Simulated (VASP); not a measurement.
Input of a VASP 6.6.1 run:

Contents of INCAR:

```
PREC = Accurate ; ENCUT = 600
EDIFF = 1E-6 ; ISMEAR = -1
SIGMA = 0.05 ; LREAL = F
LASPH = T ; NELM = 60
ALGO = Normal ; ISIF = 3
LWAVE = F ; LCHARG = F
GGA = PE ; IBRION = 2
NSW = 100 ; EDIFFG = -0.005
```

File KPOINTS:

```
Automatic mesh
0
Gamma
  14 14 14
```

Contents of POSCAR:

```
Te
1.0
   -1.6523563798      1.6523563798      1.6523563798
    1.6523563798     -1.6523563798      1.6523563798
    1.6523563798      1.6523563798     -1.6523563798
Te
1
Direct
    0.0000000000      0.0000000000      0.0000000000
```

Potentials or basis: VASP PAW PBE potentials, release 64 (Te).

The run is started by

```sh
$ cat potpaw_PBE.64/Te/POTCAR > POTCAR
$ mpirun -np 1 vasp_std > vasp.out
```

(1) What does it give for the relaxed cell?

(2) Estimate the band gap on the k mesh.

(3) Estimate the space group after relaxing (to 0.05 Å).

## Answers

(1) a = 3.335 Å, b = 3.335 Å, c = 3.335 Å, α = 109.47°, β = 109.47°, γ = 109.47°.

(2) zero (band 3 reaches 10.76 eV, above the bottom of band 4 at 4.87 eV).

(3) Im-3m (No. 229).

Caveat: spin-orbit coupling is left out, which moves the levels of the heavy elements.
